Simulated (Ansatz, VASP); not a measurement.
**Co in VASP and in Ansatz**

```
CELL_PARAMETERS angstrom
3.41344 0.00000 0.00000
0.00000 3.41344 0.00000
0.00000 0.00000 3.41344
ATOMIC_POSITIONS crystal
Co 0.50000 0.00000 0.00000
Co 0.00000 0.50000 0.00000
Co 0.00000 0.00000 0.50000
```

Alike in both runs: functional PBE; k mesh 6 × 6 × 6; occupations gaussian, width 0.1 eV; collinear spin.

Ansatz relaxed the structure, and its values are those at the end. VASP's run is a single point on that final structure, the one shown.

|  | VASP | Ansatz |
| --- | --- | --- |
| version | VASP 6.6.1 | Ansatz 0.2.0 |
| potentials or method | VASP PAW PBE potentials, release 64 (Co), cutoff 520 eV | scalar-relativistic, plane waves, PAW |
| valence electrons in the cell | 27 | 51 |

Ansatz gave:

```
gap on the k mesh at the Fermi level (eV)                     : none
pressure (GPa)                                                : -0.3
net moment per atom (μB)                                      : 1.88
size of the moment on the site where the two differ most (μB) : 1.93
```

Q: Which values does VASP return?

A: gap on the k mesh at the Fermi level (eV): none; pressure (GPa): -0.8; net moment per atom (μB): 1.87; size of the moment on the site where the two differ most (μB): 1.89.

Site moments also hang on the region over which each program counts them. A gap of «none» marks a metal or a gap that the smearing closes. VASP's potentials hold 27 valence electrons a cell and Ansatz's 51, so a difference there can come from the potentials and not from the codes.
